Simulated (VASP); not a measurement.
Input of a VASP 6.6.1 run:

Contents of INCAR:

```
SYSTEM = Na
PREC = Accurate ; ENCUT = 520
EDIFF = 1E-7 ; ISMEAR = -1
SIGMA = 0.2 ; LREAL = .FALSE.
LASPH = .TRUE. ; NELM = 60
ALGO = Normal ; ISIF = 2
LWAVE = .FALSE. ; LCHARG = .TRUE.
GGA = PE ; LELF = .TRUE.
LVHAR = .TRUE. ; NBANDS = 10
```

The input KPOINTS:

```
Automatic mesh
0
G
  11 11 11
  0 0 0
```

Contents of POSCAR:

```
Na
1.0
   -2.0985562613      2.0985562613      2.0985562613
    2.0985562613     -2.0985562613      2.0985562613
    2.0985562613      2.0985562613     -2.0985562613
Na
1
Direct
    0.0000000000      0.0000000000      0.0000000000
```

Potentials or basis: VASP PAW PBE potentials, release 64 (Na_pv).

The run is started by

```bash
$ cat potpaw_PBE.64/Na_pv/POTCAR > POTCAR
$ mpirun -np 1 vasp_std > vasp.out
```

Q: What does it give for the pressure?

A: 0.1 GPa.

Q: Estimate the band gap on the k mesh.

A: Zero (an odd number of electrons rules out a gap without spin polarisation).
